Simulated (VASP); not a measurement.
A run of VASP 6.6.1 is set up as follows.

File INCAR:

```
SYSTEM = Li
ALGO = Normal ; EDIFF = 1E-6
ENCUT = 520 ; GGA = PE
ISIF = 2 ; ISMEAR = 0
IVDW = 12 ; LASPH = .TRUE.
LCHARG = .FALSE. ; LREAL = Auto
LWAVE = .FALSE. ; NBANDS = 44
NELM = 100 ; PREC = Accurate
SIGMA = 0.1
```

The input KPOINTS:

```
k-points
0
G
  4 4 4
  0 0 0
```

The input POSCAR:

```
Li
1.0
    6.2654480337      2.0884826779      4.1769653558
   -6.2654480337     -2.0884826779      4.1769653558
    2.0884826779     -6.2654480337     -4.1769653558
Li
19
Direct
    0.0494769007      0.3457697101      0.8952466878
    0.5907039896      0.1923685335      0.7958068877
    0.1034383250      0.7051028316      0.7958067920
    0.1965616255      0.3948971465      0.6041931367
    0.2923685010      0.0965616580      0.4016645237
    0.5592148129      0.8450513709      0.9042661067
    0.6500000524      0.5499999891      0.6999999643
    0.7407852439      0.2549487509      0.4957339177
    0.0076315452      0.0034383575     -0.0016644620
    0.2505230977      0.7542303638      0.5047533844
    0.3549487184      0.4592148454      0.3141634867
    0.4457697255      0.1505231302      0.0962927785
    0.7092960673      0.9076315883      0.6041931367
    0.8051029428      0.6092960997      0.4016645237
    0.8999999233      0.2999999744      0.1999999830
    0.3999999420      0.8000000037      0.2000000308
    0.4948971140      0.4907040220      0.9983355007
    0.8542302595      0.9494769676      0.3037072353
    0.9450512666      0.6407852525      0.0858365271
```

Potentials or basis: VASP PAW PBE potentials, release 64 (Li_sv).

Launch:

```sh
$ cat potpaw_PBE.64/Li_sv/POTCAR > POTCAR
$ mpirun -np 1 vasp_std > vasp.out
```

Predict the largest force.

0.012 eV/Å.

Estimate the dispersion energy per atom.

-0.178 eV.

Forces on the atoms (eV/Å):
```
Li  -0.003 -0.011  0.000
Li  -0.006  0.003 -0.004
Li  -0.006  0.003  0.004
Li   0.006 -0.003 -0.004
Li  -0.003 -0.006 -0.004
Li   0.003 -0.005  0.000
Li   0.000  0.000  0.000
Li  -0.003  0.005  0.000
Li   0.003  0.006  0.004
Li   0.003  0.011  0.000
Li  -0.005 -0.003  0.000
Li   0.011 -0.003  0.000
Li   0.006 -0.003  0.004
Li  -0.003 -0.006  0.004
Li   0.000  0.000  0.000
Li   0.000  0.000  0.000
Li   0.003  0.006 -0.004
Li  -0.011  0.003  0.000
Li   0.005  0.003  0.000
```
